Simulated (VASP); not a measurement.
A run of VASP 6.6.1:

POSCAR

```
ZnSe
1.0
    3.0323516282      0.0000000000      0.0000000000
   -1.5161758141      2.6260935432      0.0000000000
    0.0000000000      0.0000000000      5.3931842542
Zn Se
2 2
Direct
    0.0000000000      0.0000000000      0.0000000000
    0.0000000000      0.0000000000      0.5000000000
    0.3333333333      0.6666666667      0.2500000000
    0.6666666667      0.3333333333      0.7500000000
```

Contents of INCAR.step1:

```
  ALGO = Normal
  EDIFF = 1E-6
  ENCUT = 520
  GGA = PE
  ISIF = 2
  ISMEAR = -1
  LASPH = T
  LCHARG = T
  LREAL = F
  LWAVE = F
  NBANDS = 26
  NELM = 60
  PREC = Accurate
  SIGMA = 0.08
```

File KPOINTS.step1:

```
k-points
0
Gamma
  10 10 6
```

File INCAR.step2:

```
  ALGO = Normal
  EDIFF = 1E-6
  ENCUT = 520
  GGA = PE
  ICHARG = 11
  ISIF = 2
  ISMEAR = -5
  LASPH = T
  LCHARG = F
  LORBIT = 11
  LREAL = F
  LWAVE = F
  NBANDS = 26
  NEDOS = 2001
  NELM = 60
  PREC = Accurate
  SIGMA = 0.08
```

File KPOINTS.step2:

```
k-points
0
Gamma
  15 15 9
```

Potentials or basis: VASP PAW PBE potentials, release 64 (Zn, Se).

The run is started by

```bash
$ cat potpaw_PBE.64/Zn/POTCAR potpaw_PBE.64/Se/POTCAR > POTCAR
$ cp INCAR.step1 INCAR
$ cp KPOINTS.step1 KPOINTS
$ mpirun -np 1 vasp_std > vasp.out
$ cp INCAR.step2 INCAR
$ cp KPOINTS.step2 KPOINTS
$ mpirun -np 1 vasp_std > vasp.out
```

Hardware: 1 thread of AMD EPYC 7R13, on a shared host.

**Question.** Estimate the wall time of this run.

**Answer.** Wall time 3 min on 1 thread of AMD EPYC 7R13 (shared host), peak memory 0.22 GiB. Counts: k points 135.
